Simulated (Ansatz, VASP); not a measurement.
## One calculation of Hf2Si, two programs

Contents of INCAR:

```
PREC = Accurate
ENCUT = 520
EDIFF = 1E-6
ISMEAR = 0
SIGMA = 0.15
LREAL = F
LASPH = T
NELM = 100
ALGO = Fast
ISIF = 2
LWAVE = F
LCHARG = F
GGA = PS
NBANDS = 33
```

File KPOINTS:

```
regular mesh
0
Gamma
  12 12 12
```

Contents of POSCAR:

```
Hf2Si
1.0
   -3.4180922348      3.4180922348      2.4430272510
    3.4180922348     -3.4180922348      2.4430272510
    3.4180922348      3.4180922348     -2.4430272510
Hf Si
4 2
Direct
    0.8432528484      0.6567471516      0.5000000000
    0.3432528484      0.8432528484      0.1865056968
    0.1567471516      0.3432528484      0.5000000000
    0.6567471516      0.1567471516      0.8134943033
    0.7500000000      0.7500000000      0.0000000000
    0.2500000000      0.2500000000      0.0000000000
```

Input for Ansatz:

```yaml
crystal:
  lattice:
    - [-3.4180922348, 3.4180922348, 2.443027251]
    - [3.4180922348, -3.4180922348, 2.443027251]
    - [3.4180922348, 3.4180922348, -2.443027251]
  atoms:
    - { symbol: Hf, position: [0.8432528484, 0.6567471516, 0.5] }
    - { symbol: Hf, position: [0.3432528484, 0.8432528484, 0.1865056968] }
    - { symbol: Hf, position: [0.1567471516, 0.3432528484, 0.5] }
    - { symbol: Hf, position: [0.6567471516, 0.1567471516, 0.8134943033] }
    - { symbol: Si, position: [0.75, 0.75, 0.0] }
    - { symbol: Si, position: [0.25, 0.25, 0.0] }
basis:
  ecutwfc: 420
kpoints:
  mp_grid: { grid: [12, 12, 12] }
hamiltonian:
  xc: pbesol
scf:
  occupations: { method: gaussian, width: 0.15 }
output:
  forces: true
  stress: true
  eigenvalues: true
  write_density: true
  write_potential: true
  elf: true
  volumetric_format: npy
```

Change from the starting cell: strain +0.050 along x and y, -0.050 along z, atoms carried along.

Alike in both runs: task single point; functional PBEsol; k mesh 12 × 12 × 12; occupations gaussian, width 0.15 eV; no spin polarisation.

|  | VASP | Ansatz |
| --- | --- | --- |
| version | VASP 6.6.1 | Ansatz 0.2.0 |
| potentials or method | VASP PAW PBE potentials, release 64 (Hf_pv, Si), cutoff 520 eV | scalar-relativistic, plane waves, PAW |
| valence electrons in the cell | 48 | 112 |

VASP gave:

| Item | Value |
| --- | --- |
| gap on the k mesh at the Fermi level (eV) | none |
| pressure (GPa) | -5.6 |
| traceless stress, the component that is largest in VASP (GPa) | 12.84 |
| rms of the force components (eV/Å) | 0.103 |

Which values does Ansatz return?

gap on the k mesh at the Fermi level (eV): none; pressure (GPa): -5.3; traceless stress, the component that is largest in VASP (GPa): 12.87; rms of the force components (eV/Å): 0.100.

VASP's potentials were made for PBE, not for PBEsol. Atom by atom the forces differ by 0.002 eV/Å (rms over components). A gap of «none» marks a metal or a gap that the smearing closes. VASP's potentials hold 48 valence electrons a cell and Ansatz's 112, so a difference there can come from the potentials and not from the codes.

Neither program's run includes spin-orbit coupling.
